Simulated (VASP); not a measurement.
A run of VASP 6.6.1 is set up as follows.

Contents of INCAR:

```
SYSTEM = LiCaF3
ALGO     = Normal         ! electronic algorithm
EDIFF    = 1E-6           ! SCF threshold, eV
ENCUT    = 520            ! plane-wave cutoff, eV
GGA      = PE             ! functional
ISIF     = 2              ! what is computed and relaxed
ISMEAR   = -1             ! smearing method
LASPH    = .True.         ! aspherical terms in the spheres
LCHARG   = .False.        ! write CHGCAR
LREAL    = .False.        ! projectors in reciprocal space
LWAVE    = .False.        ! write WAVECAR
NBANDS   = 25             ! bands
NELM     = 100            ! most SCF steps
PREC     = Accurate       ! precision mode
SIGMA    = 0.05           ! smearing width, eV
```

KPOINTS

```
k-points
0
Gamma
  6 6 6
  0 0 0
```

File POSCAR:

```
LiCaF3
1.0
    3.6107942400      0.0000000000      0.0000000000
    0.0000000000      3.6107942400      0.0000000000
    0.0000000000      0.0000000000      3.7612440000
Ca F Li
1 3 1
Direct
    0.0000000000      0.0000000000      0.0000000000
    0.5000000000      0.0000000000      0.5000000000
    0.5000000000      0.5000000000      0.0000000000
    0.0000000000      0.5000000000      0.5000000000
    0.5000000000      0.5000000000      0.5000000000
```

Potentials or basis: VASP PAW PBE potentials, release 64 (Ca_sv, F, Li_sv).

Command:

```console
$ cat potpaw_PBE.64/Ca_sv/POTCAR potpaw_PBE.64/F/POTCAR potpaw_PBE.64/Li_sv/POTCAR > POTCAR
$ mpirun -np 1 vasp_std > vasp.out
```

Q: Predict the band gap on the k mesh.

A: 6.27 eV (least direct gap 6.56 eV).

 A k mesh can miss the band edges.
